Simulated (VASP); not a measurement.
CdS, 4 atoms in the cell. It takes space group P6_3mc (No. 186, hexagonal). The conventional cell has a = 4.150 Å, b = 4.150 Å, c = 6.737 Å, α = 90.00°, β = 90.00°, γ = 120.00°. Cd (site symmetry 3m) has 4 S at 2.53 to 2.54 Å within 3.3 Å. S (site symmetry 3m) has 4 Cd at 2.53 to 2.54 Å within 3.3 Å. 

| Property | Result |
| --- | --- |
| Program | VASP 6.6.1 |
| Task | single point |
| Functional | r2SCAN0 |
| Potentials or basis | VASP PAW PBE potentials, release 64 (Cd, S) |
| Cutoff | 520 eV |
| k mesh | 4 × 4 × 2 |
| Occupations | fermi-dirac, width 0.05 eV |
| Spin | no spin polarisation |
| Dipole correction | no |
| Grid for exact exchange (PRECFOCK) | Normal |
| Further INCAR settings | ALGO = Normal; EDIFF = 1e-07; NBANDS = 26 |
| Share of exact exchange | 0.25 |

Potentials or basis: VASP PAW PBE potentials, release 64 (Cd, S).

Launch:

```bash
$ cat potpaw_PBE.64/Cd/POTCAR potpaw_PBE.64/S/POTCAR > POTCAR
$ cp INCAR.step1 INCAR
$ mpirun -np 1 vasp_std > vasp.out
$ cp INCAR.step2 INCAR
$ mpirun -np 1 vasp_std > vasp.out
```

Hardware: 1 thread of Oxide Virtual Turin-like Processor, on a shared host.

Problem. Estimate the wall time of this run.

Solution. Run time: 50 min on 1 thread of Oxide Virtual Turin-like Processor, on a shared host, peak memory 0.23 GiB. Counts: k points 8.
